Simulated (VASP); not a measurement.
Set up this calculation in VASP 6.6.1, as the native input.

| Property | Result |
| --- | --- |
| Task | relaxation of cell and atoms |
| Functional | PBE |
| Potentials or basis | VASP PAW PBE potentials, release 64 (Ti_sv, Be, H) |
| Cutoff | 600 eV |
| k mesh | 4 × 4 × 4 |
| Occupations | gaussian, width 0.1 eV |
| Spin | no spin polarisation |
| Dipole correction | no |
| Further INCAR settings | ALGO = Normal; EDIFF = 1e-07; IBRION = 2; EDIFFG = -0.04; NSW = 90; ISIF = 3 |

The structure of TiBe2H6 lies in POSCAR:

```
TiBe2H6
1.0
    0.0000000000      3.7797944900      3.7797944900
    3.7797944900      0.0000000000      3.7797944900
    3.7797944900      3.7797944900      0.0000000000
Ti Be H
1 2 6
Direct
    0.0000000000      0.0000000000      0.0000000000
    0.7500000000      0.7500000000      0.7500000000
    0.2500000000      0.2500000000      0.2500000000
    0.5000000000      0.0000000000      0.0000000000
    0.0000000000      0.5000000000      0.5000000000
    0.0000000000      0.5000000000      0.0000000000
    0.5000000000      0.0000000000      0.5000000000
    0.0000000000      0.0000000000      0.5000000000
    0.5000000000      0.5000000000      0.0000000000
```

This cell differs from its parent crystal: atoms taken out.

These files were run (other wordings do the same):

INCAR

```
ALGO     = Normal         # electronic algorithm
EDIFF    = 1E-7           # SCF threshold, eV
EDIFFG   = -0.04          # ionic threshold
ENCUT    = 600            # plane-wave cutoff, eV
GGA      = PE             # functional
IBRION   = 2              # ionic algorithm
ISIF     = 3              # what is computed and relaxed
ISMEAR   = 0              # smearing method
LASPH    = True           # aspherical terms in the spheres
LCHARG   = False          # write CHGCAR
LREAL    = False          # projectors in reciprocal space
LWAVE    = False          # write WAVECAR
NELM     = 80             # most SCF steps
NSW      = 90             # ionic steps
PREC     = Accurate       # precision mode
SIGMA    = 0.1            # smearing width, eV
```

KPOINTS

```
k-points
0
Gamma
  4 4 4
```

Potentials or basis: VASP PAW PBE potentials, release 64 (Ti_sv, Be, H).

Run with:

```console
$ cat potpaw_PBE.64/Ti_sv/POTCAR potpaw_PBE.64/Be/POTCAR potpaw_PBE.64/H/POTCAR > POTCAR
$ mpirun -np 1 vasp_std > vasp.out
```

Results of the run:

The relaxed volume is 6.56 Å³/atom, the relaxed cell is a = 4.370 Å, b = 4.370 Å, c = 4.370 Å, α = 60.00°, β = 60.00°, γ = 60.00° and the space group after relaxing (to 0.1 Å) is Fm-3m (No. 225). The energy gained by relaxing is 518.5 meV/atom. The ionic steps are 6, the pressure after relaxing is -0.3 GPa and the band gap on the k mesh is zero (bands 11 and 12 overlap by 1.22 eV).

Caveat: the cell differs from its parent crystal (atoms taken out); the volume moved by over 15 % at a fixed basis, so the end points are rough.

It took 4.1 min on 1 thread of AMD EPYC 7R43 64-Core Processor (Zen 3) (shared host), peak memory 0.33 GiB.
